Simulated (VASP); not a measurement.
# CaSe (Fm-3m) in VASP: notebook, part 3 of 3

VASP 6.6.1.

**6. Vibrations by perturbation theory, PBEsol (volume scaled by 1.020)**

Contents of INCAR:

```
PREC = Accurate
ENCUT = 520
EDIFF = 1E-8
ISMEAR = 0
SIGMA = 0.01
LREAL = F
LASPH = T
NELM = 60
ALGO = Normal
ISIF = 2
LWAVE = F
LCHARG = F
GGA = PS
NBANDS = 15
IBRION = 8
NSW = 1
```

Contents of KPOINTS:

```
Automatic mesh
0
Gamma
  6 6 6
```

Contents of POSCAR:

```
CaSe
1.0
    0.0000000000      2.9538880243      2.9538880243
    2.9538880243      0.0000000000      2.9538880243
    2.9538880243      2.9538880243      0.0000000000
Ca Se
1 1
Direct
    0.0000000000      0.0000000000      0.0000000000
    0.5000000000      0.5000000000      0.5000000000
```

Potentials or basis: VASP PAW PBE potentials, release 64 (Ca_sv, Se).

Command:

```console
$ cat potpaw_PBE.64/Ca_sv/POTCAR potpaw_PBE.64/Se/POTCAR > POTCAR
$ mpirun -np 1 vasp_std > vasp.out
```

OUTCAR:

```text
PREC = Accurate
   ENCUT = 520
   EDIFF = 1E-8
   ISMEAR = 0
   LREAL = F
   LASPH = T
   NELM = 60
   ISIF = 2
   GGA = PS
   IBRION = 8
   NSW = 1

 ion  position               nearest neighbor table
   1  0.000  0.000  0.000-   2 2.95   2 2.95   2 2.95   2 2.95   2 2.95   2 2.95
   2  0.500  0.500  0.500-   1 2.95   1 2.95   1 2.95   1 2.95   1 2.95   1 2.95

  LATTYP: Found a face centered cubic cell.
 ALAT       =     5.9077760486

  Lattice vectors:

 A1 = (   0.0000000000,   2.9538880243,   2.9538880243)
 A2 = (   2.9538880243,   0.0000000000,   2.9538880243)
 A3 = (   2.9538880243,   2.9538880243,   0.0000000000)

Analysis of symmetry for initial positions (statically):
=====================================================================
 Subroutine PRICEL returns:
 Original cell was already a primitive cell.

 Routine SETGRP: Setting up the symmetry group for a
 face centered cubic supercell.

 Subroutine GETGRP returns: Found 48 space group operations
 (whereof 48 operations were pure point group operations)
 out of a pool of 48 trial point group operations.

The static configuration has the point symmetry O_h .

Analysis of symmetry for dynamics (positions and initial velocities):
=====================================================================
 Subroutine PRICEL returns:
 Original cell was already a primitive cell.

 Routine SETGRP: Setting up the symmetry group for a
 face centered cubic supercell.

 Subroutine GETGRP returns: Found 48 space group operations
 (whereof 48 operations were pure point group operations)
 out of a pool of 48 trial point group operations.
[... 461 lines left out ...]
    total drift:                                0.000000     -0.000000     -0.000000

  FREE ENERGIE OF THE ION-ELECTRON SYSTEM (eV)
  ---------------------------------------------------
  free  energy   TOTEN  =       -10.0712552856 eV

  energy  without entropy=      -10.0712552856  energy(sigma->0) =      -10.07125529

[... ionic steps 2 to 3 ...]

--------------------------------------- Ionic step        4  -------------------------------------------

------------------------ aborting loop because EDIFF is reached ----------------------------------------

[... ionic steps 5 to 6 ...]

--------------------------------------- Ionic step        7  -------------------------------------------

 Free energy of the ion-electron system (eV)
  ---------------------------------------------------
  ---------------------------------------------------
  free energy    TOTEN  =        -0.08637283 eV

  energy without entropy =       -0.08637283

------------------------ aborting loop because EDIFF is reached ----------------------------------------

 INTERNAL STRAIN TENSOR  FOR ION    2  DIRECTION 1   (eV/Angst):
 -----------------------------------------------------------------------------
    -0.00967 -0.00000 -0.00000
     0.00000  0.00318  0.00000
     0.00000  0.00000  0.00318

 INTERNAL STRAIN TENSOR FOR ION    2 for displacements in x,y,z  (eV/Angst):
          X           Y           Z          XY          YZ          ZX
  --------------------------------------------------------------------------------
  x     0.00000     0.00000     0.00000     0.00000     0.00000     0.00000
  y     0.00000     0.00000     0.00000     0.00000     0.00000     0.00000
  z     0.00000     0.00000     0.00000     0.00000     0.00000     0.00000

 SECOND DERIVATIVES (NOT SYMMETRIZED)
 ------------------------------------
               1X          1Y          1Z          2X          2Y          2Z
  1X    -3.001855    0.000000    0.000000    3.001855    0.000000    0.000000
  1Y     0.000000   -3.001855    0.000000    0.000000    3.001855    0.000000
  1Z     0.000000    0.000000   -3.001855    0.000000    0.000000    3.001855
  2X     2.997259    0.000000    0.000000   -2.997259    0.000000    0.000000
  2Y     0.000000    2.997259    0.000000    0.000000   -2.997259    0.000000
  2Z     0.000000    0.000000    2.997259    0.000000    0.000000   -2.997259

 Eigenvectors and eigenvalues of the dynamical matrix
 ----------------------------------------------------

   1 f  =    5.251941 THz    32.998921 2PiTHz  175.185907 cm-1    21.720274 meV
             X         Y         Z           dx          dy          dz
      0.000000  0.000000  0.000000     0.814653   -0.000000    0.000000
      2.953888  2.953888  2.953888    -0.579949    0.000000    0.000000
[... 21 lines left out ...]
   6 f/i=    0.001901 THz     0.011946 2PiTHz    0.063419 cm-1     0.007863 meV
             X         Y         Z           dx          dy          dz
      0.000000  0.000000  0.000000    -0.122760    0.317869    0.469286
      2.953888  2.953888  2.953888    -0.172441    0.446510    0.659206

--------------------------------------------------------------------------------------------------------

 ELASTIC MODULI CONTR FROM IONIC RELAXATION (kBar)
 Direction    XX          YY          ZZ          XY          YZ          ZX
 --------------------------------------------------------------------------------
 XX           0.0000      0.0000      0.0000      0.0000      0.0000      0.0000
 YY           0.0000      0.0000      0.0000      0.0000      0.0000      0.0000
 ZZ           0.0000      0.0000      0.0000      0.0000      0.0000      0.0000
 XY           0.0000      0.0000      0.0000      0.0000      0.0000      0.0000
 YZ           0.0000      0.0000      0.0000      0.0000      0.0000      0.0000
 ZX           0.0000      0.0000      0.0000      0.0000      0.0000      0.0000
 --------------------------------------------------------------------------------
```

OSZICAR:

```text
N       E                     dE             d eps       ncg     rms          rms(c)
DAV:   1     0.105495162037E+03    0.10550E+03   -0.75668E+03   480   0.989E+02
DAV:   2    -0.564229983250E+01   -0.11114E+03   -0.10639E+03   578   0.238E+02
DAV:   3    -0.995015639209E+01   -0.43079E+01   -0.42701E+01   614   0.464E+01
[... 55 lines left out ...]
RMM:   9    -0.863731178668E-01    0.15443E-05    0.83459E-06  1962   0.469E-04    0.343E-05
RMM:  10    -0.863728671590E-01    0.25071E-06    0.21751E-06  2023   0.182E-04    0.260E-05
RMM:  11    -0.863728576777E-01    0.94813E-08    0.15971E-06  2078   0.799E-05    0.419E-06
RMM:  12    -0.863728553783E-01    0.22995E-08    0.45818E-07  2033   0.360E-05    0.317E-06
RMM:  13    -0.863728334497E-01    0.21929E-07    0.31219E-07  1936   0.187E-05    0.115E-06
RMM:  14    -0.863728330447E-01    0.40507E-09    0.58580E-08  1751   0.103E-05    0.778E-07
 Linear response finished
```

stdout:

```text
POSCAR found type information on POSCAR CaSe
 POSCAR found :  2 types and       2 ions
 scaLAPACK will be used
 -----------------------------------------------------------------------------
|                                                                             |
|                                                                             |
|     You enforced a specific xc type in the INCAR file but a different       |
|     I HOPE YOU KNOW WHAT YOU ARE DOING!                                     |
|                                                                             |
 -----------------------------------------------------------------------------

 LDA part: xc-table for (Slater+PW92), standard interpolation
 POSCAR, INCAR and KPOINTS ok, starting setup
 FFT: planning ... GRIDC
 FFT: planning ... GRID_SOFT
 FFT: planning ... GRID
 WAVECAR not read
 entering main loop
 Linear response reoptimize wavefunctions to high precision
 Linear response DOF=           2
 Linear response progress:
 first order change of Fermi-energy   0.18727E-03
 force on displaced ion       1 direction 1 :  -3.002   0.000   0.000
 Linear response progress:
 first order change of Fermi-energy   0.42963E-03
 force on displaced ion       2 direction 1 :  -2.997   0.000   0.000
 Linear response finished
```

Run time: 1.9 min. Hardware: 1 thread of Intel Xeon 6975P-C, shared host; peak memory 0.23 GiB.

Results:

```yaml
Highest_phonon_frequency_at_Γ_LO-TO_splitting_left_out: 175 cm⁻¹
```

Phonon frequencies in cm⁻¹ (negative: imaginary):
```csv
q point,frequencies
"(0.000, 0.000, 0.000)",0 0 0 175 175 175
```
